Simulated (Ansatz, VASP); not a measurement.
# One calculation of SnO, two programs

INCAR

```
ALGO = Normal
EDIFF = 1E-7
EDIFFG = -0.01
ENCUT = 600
GGA = PE
IBRION = 2
ISIF = 3
ISMEAR = 0
LASPH = T
LCHARG = F
LREAL = F
LWAVE = F
NELM = 60
NSW = 100
PREC = Accurate
SIGMA = 0.01
```

File KPOINTS:

```
k-points
0
Gamma
  12 12 12
```

File POSCAR:

```
SnO
1.0
    3.7823942120      0.0000000000      0.0000000000
   -1.8911971060      3.2756494747      0.0000000000
    0.0000000000      0.0000000000      3.0380314204
Sn O
1 1
Direct
    0.3333333333      0.6666666667      0.5000000000
    0.6666666667      0.3333333333      0.5000000000
```

Input for Ansatz:

```yaml
crystal:
  lattice:
    - [3.782394212, 0.0, 0.0]
    - [-1.891197106, 3.2756494747, 0.0]
    - [0.0, 0.0, 3.0380314204]
  atoms:
    - { symbol: Sn, position: [0.3333333333, 0.6666666667, 0.5] }
    - { symbol: O, position: [0.6666666667, 0.3333333333, 0.5] }
basis:
  ecutwfc: 420
kpoints:
  mp_grid: { grid: [12, 12, 12] }
hamiltonian:
  xc: pbe
scf:
  occupations: { method: gaussian, width: 0.01 }
output:
  forces: true
  stress: true
  eigenvalues: true
  write_density: true
  write_potential: true
  elf: true
  volumetric_format: npy
relax:
  adjacent_minimum: "off"
  f_tol: 0.01
  max_steps: 80
  cell: { stress_tol: 0.05 }
```

Alike in both runs: task relaxation of cell and atoms; functional PBE; k mesh 12 × 12 × 12; occupations gaussian, width 0.01 eV; no spin polarisation.

|  | VASP | Ansatz |
| --- | --- | --- |
| version | VASP 6.6.1 | Ansatz 0.2.0 |
| potentials or method | VASP PAW PBE potentials, release 64 (Sn_d, O), cutoff 600 eV | scalar-relativistic, plane waves, PAW |
| valence electrons in the cell | 20 | 20 |

|  | VASP | Ansatz | Ansatz less VASP |
| --- | --- | --- | --- |
| gap on the k mesh at the Fermi level, each at its own relaxed structure (eV) | none | none | - |
| relaxed volume (Å³/atom) | 18.96 | 18.95 | -0.012 |
| relaxed length of the cell vector where the two differ most in proportion (Å) | 3.053 | 3.055 | +0.0022 |

A gap of «none» marks a metal or a gap that the smearing closes.
